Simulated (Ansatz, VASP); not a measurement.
GeW in VASP and in Ansatz

Contents of INCAR:

```
PREC = Accurate ; ENCUT = 520
EDIFF = 1E-6 ; ISMEAR = -1
SIGMA = 0.05 ; LREAL = False
LASPH = True ; NELM = 150
ALGO = Normal ; ISIF = 2
LWAVE = False ; LCHARG = False
LNONCOLLINEAR = True ; MAGMOM = 0 0 0 0 0 0
LORBIT = 11 ; LSORBIT = True
GGA_COMPAT = False ; LORBMOM = True
LMAXMIX = 4 ; GGA = PE
NBANDS = 40
```

The input KPOINTS:

```
regular mesh
0
Gamma
  7 7 7
```

The input POSCAR:

```
GeW
1.0
    0.0000000000      2.5776100000      2.5776100000
    2.5776100000      0.0000000000      2.5776100000
    2.5776100000      2.5776100000      0.0000000000
Ge W
1 1
Direct
    0.5000000000      0.5000000000      0.5000000000
    0.0000000000      0.0000000000      0.0000000000
```

Contents of input.yaml:

```yaml
crystal:
  lattice:
    - [0.0, 2.57761, 2.57761]
    - [2.57761, 0.0, 2.57761]
    - [2.57761, 2.57761, 0.0]
  atoms:
    - { symbol: Ge, position: [0.5, 0.5, 0.5] }
    - { symbol: W, position: [0.0, 0.0, 0.0] }
hamiltonian:
  xc: pbe
  pseudopotentials: { kind: paw_fr }
magnetization:
  noncollinear: true
  spin_orbit: true
kpoints:
  mp_grid: { grid: [7, 7, 7] }
  band_path:
    path:
      - [[0.0, 0.0, 0.0], [0.5, 0.0, 0.5], [0.5, 0.25, 0.75], [0.375, 0.375, 0.75], [0.0, 0.0, 0.0], [0.5, 0.5, 0.5], [0.625, 0.25, 0.625], [0.5, 0.25, 0.75], [0.5, 0.5, 0.5], [0.375, 0.375, 0.75]]
      - [[0.625, 0.25, 0.625], [0.5, 0.0, 0.5]]
    npoints: 14
scf:
  occupations: { method: fermi_dirac, width: 0.05 }
  n_extra_bands: 6
output:
  forces: true
  stress: true
  eigenvalues: true
  fatbands: false
```

Alike in both runs: functional PBE; k mesh 7 × 7 × 7; occupations fermi-dirac, width 0.05 eV; non-collinear spin, spin-orbit coupling.

|  | VASP | Ansatz |
| --- | --- | --- |
| version | VASP 6.6.1 | Ansatz 0.2.0 |
| potentials or method | VASP PAW PBE potentials, release 64 (Ge_d, W_sv) | Ansatz PAW |
| plane-wave cutoff (eV) | 520 | 420 |
| valence electrons in the cell | 28 | 28 |
| task | single point | band structure |

```tsv
	VASP	Ansatz	Ansatz less VASP
pressure (GPa)	0.8	0.3	-0.55
net moment per atom (μB)	0.00	0.00	0.000
```

With one functional, cell and mesh, what is left measures potentials, basis and numerics.
